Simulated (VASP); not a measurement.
The system is MnO2.

```xyz
3
Lattice="2.8566 0.0000 0.0000 -1.4283 2.4739 0.0000 0.0000 0.0000 4.6014" Properties=species:S:1:pos:R:3 pbc="T T T"
Mn    0.0000    0.0000    2.3007
O     0.0000    1.6492    3.2499
O     1.4283    0.8246    1.3515
```

Base run:

| Quantity | Value |
| --- | --- |
| Program | VASP 6.6.1 |
| Functional | PBEsol |
| Potentials or basis | VASP PAW PBE potentials, release 64 (Mn_pv, O) |
| Cutoff | 520 eV |
| k mesh | 11 × 11 × 6 |
| Occupations | fermi-dirac, width 0.05 eV |
| Spin | collinear spin, ferromagnetic start |
| Starting moments | [4.0, 0.0, 0.0] μB |

Its results: band gap on the k mesh 0.70 eV (least direct gap 0.75 eV); pressure -1.2 GPa; net moment 3.00 μB per cell; site moments Mn +2.84; O +0.04 μB; largest force 0.081 eV/Å.

Problem. The run is repeated on the same cell with these changes: functional from PBEsol to r2SCAN. What comes out?

Solution. Band gap on the k mesh 1.89 eV (least direct gap 1.99 eV); pressure 0.3 GPa; net moment 3.00 μB per cell; site moments Mn +2.93; O +0.01 μB; largest force 0.005 eV/Å.

Caveats: the PAW data sets were made with another functional, which shifts forces and pressure a little; an odd mesh through Γ misses points on the zone boundary, where band edges can lie; a cell with one magnetic atom can't hold antiferromagnetic order, which such compounds often take.
